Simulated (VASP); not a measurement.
# C (C2/c) in VASP: notebook

The runs below take C through single point, with PBE+D3(BJ).

Program: VASP 6.6.1. These are calculated values, not measurements. Logs are shortened: lines on timing, memory, paths and dates and some standing lists are left out, and cuts for length are marked.

## 1. The cell of the first run

The structure is monoclinic, space group C2/c (No. 15). The conventional cell has a = 2.465 Å, b = 4.269 Å, c = 20.607 Å, α = 90.00°, β = 91.00°, γ = 90.00°. Within 1.9 Å of C (site symmetry 1) lie 3 C at 1.42 Å. Within 1.9 Å of C (site symmetry 1) lie 3 C at 1.42 Å. Within 1.9 Å of C (site symmetry 2) lie 3 C at 1.42 Å. Within 1.9 Å of C (site symmetry 2) lie 3 C at 1.42 Å.

## 2. Single point, PBE+D3(BJ) (strain +0.0175 x Voigt [0, 0, 0, 0, 1, 0])

INCAR

```
ALGO = Normal
EDIFF = 1E-7
ENCUT = 520
GGA = PE
ISIF = 2
ISMEAR = 0
IVDW = 12
LASPH = True
LCHARG = False
LREAL = False
LWAVE = False
NBANDS = 36
NELM = 100
PREC = Accurate
SIGMA = 0.15
```

KPOINTS

```
k-points
0
Gamma
  18 18 2
```

POSCAR

```
C
1.0
    2.4648840281      0.0000000000      0.0215677352
   -1.2324420141      2.1346521857     -0.0107838676
    0.1803033292      0.0000000000     20.6060947640
C
12
Direct
    0.6666666667      0.3333333333      0.9519899901
    0.6666666667      0.3333333333      0.4520101828
    0.6666666667      0.3333333333      0.7793231472
    0.6666666667      0.3333333333      0.2793433400
    0.0000000000      0.0000000000      0.6156666650
    0.3333333333      0.6666666667      0.2793231472
    0.0000000000      0.0000000000      0.1156666650
    0.6666666667      0.3333333333      0.6156666650
    0.3333333333      0.6666666667      0.7793433400
    0.3333333333      0.6666666667      0.1156666650
    0.3333333333      0.6666666667      0.4519899901
    0.3333333333      0.6666666667      0.9520101828
```

Potentials or basis: VASP PAW PBE potentials, release 64 (C).

The run is started by

```bash
> cat potpaw_PBE.64/C/POTCAR > POTCAR
> mpirun -np 1 vasp_std > vasp.out
```

OUTCAR:

```text
EDIFF = 1E-7
   ENCUT = 520
   GGA = PE
   ISIF = 2
   ISMEAR = 0
   IVDW = 12
   LASPH = True
   LREAL = False
   NELM = 100
   PREC = Accurate
 IVDW          = 12

 ion  position               nearest neighbor table
   1  0.667  0.333  0.952-  12 1.42  12 1.42  12 1.42
   2  0.667  0.333  0.452-  11 1.42  11 1.42  11 1.42
   3  0.667  0.333  0.779-   9 1.42   9 1.42   9 1.42
   4  0.667  0.333  0.279-   6 1.42   6 1.42   6 1.42
   5  0.000  0.000  0.616-   8 1.42   8 1.42   8 1.42
   6  0.333  0.667  0.279-   4 1.42   4 1.42   4 1.42
   7  0.000  0.000  0.116-  10 1.42  10 1.42  10 1.42
   8  0.667  0.333  0.616-   5 1.42   5 1.42   5 1.42
   9  0.333  0.667  0.779-   3 1.42   3 1.42   3 1.42
  10  0.333  0.667  0.116-   7 1.42   7 1.42   7 1.42
  11  0.333  0.667  0.452-   2 1.42   2 1.42   2 1.42
  12  0.333  0.667  0.952-   1 1.42   1 1.42   1 1.42

  LATTYP: Found a base centered monoclinic cell.
 ALAT       =     2.4649783851
 B/A-ratio  =     1.7319845063
 C/A-ratio  =     8.3598638026
 COS(beta)  =    -0.0174986602

  Lattice vectors:

 A1 = (  -1.2324420141,   2.1346521857,  -0.0107838676)
 A2 = (  -1.2324420140,  -2.1346521857,  -0.0107838676)
 A3 = (   0.1803033292,   0.0000000000,  20.6060947640)

Analysis of symmetry for initial positions (statically):
=====================================================================
 Subroutine PRICEL returns:
 Original cell was already a primitive cell.

 Routine SETGRP: Setting up the symmetry group for a
 base centered monoclinic supercell.

 Subroutine GETGRP returns: Found  4 space group operations
 (whereof  1 operations were pure point group operations)
 out of a pool of  4 trial point group operations.

The static configuration has the point symmetry C_1 .
 The point group associated with its full space group is C_2h.

Analysis of symmetry for dynamics (positions and initial velocities):
=====================================================================
 Subroutine PRICEL returns:
 Original cell was already a primitive cell.

 Routine SETGRP: Setting up the symmetry group for a
 base centered monoclinic supercell.

 Subroutine GETGRP returns: Found  4 space group operations
 (whereof  1 operations were pure point group operations)
 out of a pool of  4 trial point group operations.

The dynamic configuration has the point symmetry C_1 .
 The point group associated with its full space group is C_2h.

 Subroutine INISYM returns: Found  4 space group operations
 (whereof  1 operations are pure point group operations),
 and found     1 'primitive' translations

----------------------------------------------------------------------------------------

                                     Primitive cell

  volume of cell :     108.4142

  direct lattice vectors                    reciprocal lattice vectors
     2.464884028  0.000000000  0.021567735     0.405729664  0.234230196 -0.003550135
    -1.232442014  2.134652186 -0.010783868     0.000000000  0.468460392  0.000000000
     0.180303329  0.000000000 20.606094764    -0.000424664 -0.000000000  0.048533047

  length of vectors
     2.464978385  2.464907618 20.606883576     0.468500745  0.468460392  0.048534905

  position of ions in fractional coordinates (direct lattice)
     0.666666667  0.333333333  0.951989990
     0.666666667  0.333333333  0.452010183
     0.666666667  0.333333333  0.779323147
     0.666666667  0.333333333  0.279343340
     1.000000000  0.000000000  0.615666665
     0.333333333  0.666666667  0.279323147
     1.000000000  0.000000000  0.115666665
     0.666666667  0.333333333  0.615666665
     0.333333333  0.666666667  0.779343340
     0.333333333  0.666666667  0.115666665
     0.333333333  0.666666667  0.451989990
     0.333333333  0.666666667  0.952010183

  ion indices of the primitive-cell ions
   primitive index   ion index
                 1           1
                 2           2
                 3           3
                 4           4
                 5           5
                 6           6
                 7           7
                 8           8
                 9           9
                10          10
                11          11
                12          12

----------------------------------------------------------------------------------------

 KPOINTS: k-points

Automatic generation of k-mesh.
 Grid dimensions read from file:
 generate k-points for:   18   18    2

 Generating k-lattice:

  Cartesian coordinates                     Fractional coordinates (reciprocal lattice)
     0.022540537  0.013012789 -0.000197230     0.055555556  0.000000000  0.000000000
     0.000000000  0.026025577  0.000000000     0.000000000  0.055555556  0.000000000
    -0.000212332 -0.000000000  0.024266524     0.000000000  0.000000000  0.500000000

  Length of vectors
     0.026027819  0.026025577  0.024267453

  Shift w.r.t. Gamma in fractional coordinates (k-lattice)
     0.000000000  0.000000000  0.000000000

 Subroutine IBZKPT returns following result:
 ===========================================

 Found    182 irreducible k-points:

 Following reciprocal coordinates:
            Coordinates               Weight
  0.000000  0.000000  0.000000      1.000000
  0.055556 -0.000000 -0.000000      4.000000
  0.111111 -0.000000 -0.000000      4.000000
  0.166667 -0.000000 -0.000000      4.000000
  0.222222 -0.000000 -0.000000      4.000000
  0.277778  0.000000  0.000000      4.000000
[... 16 lines left out ...]
 -0.333333  0.055556  0.000000      4.000000
 -0.277778  0.055556  0.000000      4.000000
 [... further k-points ...]
   k-points           NKPTS =    182   k-points in BZ     NKDIM =    182   number of bands    NBANDS=     36
   number of dos      NEDOS =    301   number of ions     NIONS =     12
   total plane-waves  NPLWV =  51840
   dimension x,y,z NGX =    18 NGY =   18 NGZ =  160
   dimension x,y,z NGXF=    36 NGYF=   36 NGZF=  320
   ions per type =              12
   NGX,Y,Z   is equivalent  to a cutoff of  12.14, 12.14, 12.91 a.u.
   NGXF,Y,Z  is equivalent  to a cutoff of  24.28, 24.28, 25.82 a.u.
 SYSTEM =  unknown system
   PREC   = accura    normal or accurate (medium, high low for compatibility)
   ISTART =      0    job   : 0-new  1-cont  2-samecut
   ICHARG =      2    charge: 1-file 2-atom 10-const
   ISPIN  =      1    spin polarized calculation?
   LNONCOLLINEAR =      F non collinear calculations
   LSORBIT =      F    spin-orbit coupling
   LASPH  =      T    aspherical Exc in radial PAW
   ENCUT  =  520.0 eV  38.22 Ry    6.18 a.u.   4.58  4.58 38.32*2*pi/ulx,y,z
   NELM   =    100;   NELMIN=  2; NELMDL= -5     # of ELM steps
   EDIFF  = 0.1E-06   stopping-criterion for ELM
   LREAL  =      F    real-space projection
   EDIFFG = 0.1E-05   stopping-criterion for IOM
   NSW    =      0    number of steps for IOM
   IBRION =     -1    ionic relax: 0-MD 1-quasi-New 2-CG
   NFREE  =      0    steps in history (QN), initial steepest desc. (CG)
   ISIF   =      2    stress and relaxation
   ISYM   =      2    0-nonsym 1-usesym 2-fastsym
   POTIM  = 0.5000    time-step for ionic-motion
   TEBEG  =    0.0;   TEEND  =   0.0 temperature during run
   PSTRESS=    0.0 pullay stress
   NELECT =      48.0000    total number of electrons
   NUPDOWN=      -1.0000    fix difference up-down
   EMIN   =  10.00;   EMAX   =-10.00  energy-range for DOS
   EFERMI =   0.00;   METHOD = LEGACY
   ISMEAR =     0;   SIGMA  =   0.15  broadening in eV -4-tet -1-fermi 0-gaus
   EFERMI_NEDOS =   21; number of points for ismear=-14 and -15
   IALGO  =     38    algorithm
   IMIX   =      4    mixing-type and parameters
     AMIX     =   0.40;   BMIX     =  1.00
     AMIX_MAG =   1.60;   BMIX_MAG =  1.00
  volume/ion in A,a.u.               =       9.03        60.97
  Fermi-wavevector in a.u.,A,eV,Ry     =   1.247747  2.357900 21.182540  1.556873
  Thomas-Fermi vector in A             =   2.381865
   LORBIT       =      0    0 simple, 1 ext, 2 COOP (PROOUT), +10 PAW based schemes
   GGA     = PE    functional components
   LHFCALC =     F    Hartree Fock is set to
   AEXX    =    0.0000 exact exchange contribution
   IVDW    =    12    specifies the selected vdW correction
   LEPSILON=     F    determine dielectric tensor
   LRPA    =     F    only Hartree local field effects (RPA)
 non-spin polarized calculation
 Gauss-broadening in eV      SIGMA  =   0.15
  energy-cutoff  :      520.00
  volume of cell :      108.41
 maximum number of plane-waves:      2962
   NGX =  9   NGY =  9   NGZ = 77

 number of electron      47.9999986 magnetization

 Free energy of the ion-electron system (eV)
  ---------------------------------------------------
  ext. energy  EPLUGINS =         0.00000000
  ---------------------------------------------------
  free energy    TOTEN  =      -110.55088472 eV

  energy without entropy =     -110.54865549  energy(sigma->0) =     -110.54977010

 E-fermi :   4.4771     XC(G=0): -10.1565

 val. band max:        4.4736851878   @ k =   0.3333   0.3333  -0.0000
 cond. band min:       4.4812620060   @ k =   0.3333   0.3333  -0.0000
 fundamental gap:      0.0075768182
 Fermi energy:         4.4771175948

 k-point     1 :       0.0000    0.0000    0.0000
  band No.  band energies     occupation
      1     -15.1539      2.00000
      2     -15.1085      2.00000
      3     -15.0765      2.00000
      4     -14.9823      2.00000
      5     -14.9464      2.00000
      6     -14.8973      2.00000
[... 28 lines left out ...]
     35      12.8423      0.00000
     36      12.8489      0.00000

 k-point     2 :       0.0556   -0.0000   -0.0000
  band No.  band energies     occupation
      1     -15.0803      2.00000
      2     -15.0351      2.00000
      3     -15.0032      2.00000
      4     -14.9095      2.00000
      5     -14.8737      2.00000
      6     -14.8248      2.00000
[... 28 lines left out ...]
     35      13.1254      0.00000
     36      13.1401      0.00000

 k-point     3 :       0.1111   -0.0000   -0.0000
  band No.  band energies     occupation
      1     -14.8598      2.00000
      2     -14.8153      2.00000
      3     -14.7837      2.00000
      4     -14.6915      2.00000
      5     -14.6559      2.00000
      6     -14.6078      2.00000
[... 28 lines left out ...]
     35      13.1814      0.00000
     36      14.0194      0.00000

 k-point     4 :       0.1667   -0.0000   -0.0000
  band No.  band energies     occupation
      1     -14.4935      2.00000
      2     -14.4501      2.00000
      3     -14.4190      2.00000
      4     -14.3292      2.00000
      5     -14.2941      2.00000
      6     -14.2474      2.00000
[... 28 lines left out ...]
     35      13.4884      0.00000
     36      13.7007      0.00000

 k-point     5 :       0.2222   -0.0000   -0.0000
  band No.  band energies     occupation
      1     -13.9834      2.00000
      2     -13.9415      2.00000
      3     -13.9112      2.00000
      4     -13.8246      2.00000
      5     -13.7902      2.00000
      6     -13.7453      2.00000
[... 655 lines left out ...]
 k-point    22 :      -0.3889    0.0556    0.0000
  band No.  band energies     occupation
      1     -12.0526      2.00000
      2     -12.0160      2.00000
      3     -11.9888      2.00000
      4     -11.9140      2.00000
      5     -11.8828      2.00000
      6     -11.8443      2.00000
[... 28 lines left out ...]
     35      12.4965      0.00000
     36      12.5633      0.00000

 k-point    23 :      -0.3333    0.0556    0.0000
  band No.  band energies     occupation
      1     -12.9025      2.00000
      2     -12.8638      2.00000
      3     -12.8349      2.00000
      4     -12.7552      2.00000
      5     -12.7224      2.00000
      6     -12.6812      2.00000
[... 28 lines left out ...]
     35      12.5931      0.00000
     36      12.6819      0.00000

 k-point    24 :      -0.2778    0.0556    0.0000
  band No.  band energies     occupation
      1     -13.6212      2.00000
      2     -13.5804      2.00000
      3     -13.5505      2.00000
      4     -13.4663      2.00000
      5     -13.4323      2.00000
      6     -13.3888      2.00000
[... 28 lines left out ...]
     35      12.8049      0.00000
     36      12.8862      0.00000

 [... further k-points ...]

------------------------ aborting loop because EDIFF is reached ----------------------------------------

 Edisp (eV)   -1.82553

 E8    (eV) :    -0.5158

  FORCE on cell =-STRESS in cart. coord.  units (eV):
  Direction    XX          YY          ZZ          XY          YZ          ZX
  --------------------------------------------------------------------------------------
  -------------------------------------------------------------------------------------
  Total       0.44377     0.46726    -0.06109    -0.00000     0.00000    -0.00176
  in kB       6.55817     6.90524    -0.90278    -0.00000     0.00000    -0.02594
  external pressure =        4.19 kB  Pullay stress =        0.00 kB

 VOLUME and BASIS-vectors are now :
 -----------------------------------------------------------------------------
  energy-cutoff  :      520.00
  volume of cell :      108.41
      direct lattice vectors                 reciprocal lattice vectors
     2.464884028  0.000000000  0.021567735     0.405729664  0.234230196 -0.003550135
    -1.232442014  2.134652186 -0.010783868     0.000000000  0.468460392  0.000000000
     0.180303329  0.000000000 20.606094764    -0.000424664 -0.000000000  0.048533047

 POSITION                                       TOTAL-FORCE (eV/Angst)
 -----------------------------------------------------------------------------------
      1.40409      0.71155     19.62758         0.002406      0.000402     -0.000356
      1.31394      0.71155      9.32495         0.001622      0.000540     -0.000384
      1.37296      0.71155     16.06959        -0.001622      0.000540      0.000384
      1.28281      0.71155      5.76696        -0.002406      0.000402      0.000356
      0.11101      0.00000     12.68649        -0.000000      0.000250      0.000000
      0.05036      1.42310      5.75576        -0.001622     -0.000540      0.000384
      0.02086      0.00000      2.38344         0.000000     -0.000250      0.000000
      1.34345      0.71155     12.69727         0.000000     -0.000548      0.000000
      0.14052      1.42310     16.05922        -0.002406     -0.000402      0.000356
      0.02086      1.42310      2.38344        -0.000000      0.000548      0.000000
      0.08150      1.42310      9.31375         0.002406     -0.000402     -0.000356
      0.17165      1.42310     19.61721         0.001622     -0.000540     -0.000384
 -----------------------------------------------------------------------------------
    total drift:                               -0.000000     -0.000000     -0.000004

  FREE ENERGIE OF THE ION-ELECTRON SYSTEM (eV)
  ---------------------------------------------------
  free  energy   TOTEN  =      -112.3764117431 eV

  energy  without entropy=     -112.3741825152  energy(sigma->0) =     -112.37529713
```

It took 14 min on 1 thread of Oxide Virtual Turin-like, shared host; peak memory 0.51 GiB.

Results:

```yaml
Free_energy: -112.3764 eV
Pressure: 0.4 GPa
Dispersion_energy_per_atom: -0.152 eV
```

Forces on the atoms (eV/Å):
```
C    0.002  0.000  0.000
C    0.002  0.001  0.000
C   -0.002  0.001  0.000
C   -0.002  0.000  0.000
C    0.000  0.000  0.000
C   -0.002 -0.001  0.000
C    0.000  0.000  0.000
C    0.000 -0.001  0.000
C   -0.002  0.000  0.000
C    0.000  0.001  0.000
C    0.002  0.000  0.000
C    0.002 -0.001  0.000
```

Caveat: the cell differs from its parent crystal (strain +0.0175 x Voigt [0, 0, 0, 0, 1, 0]).

(Part 1 of 2 ends here.)
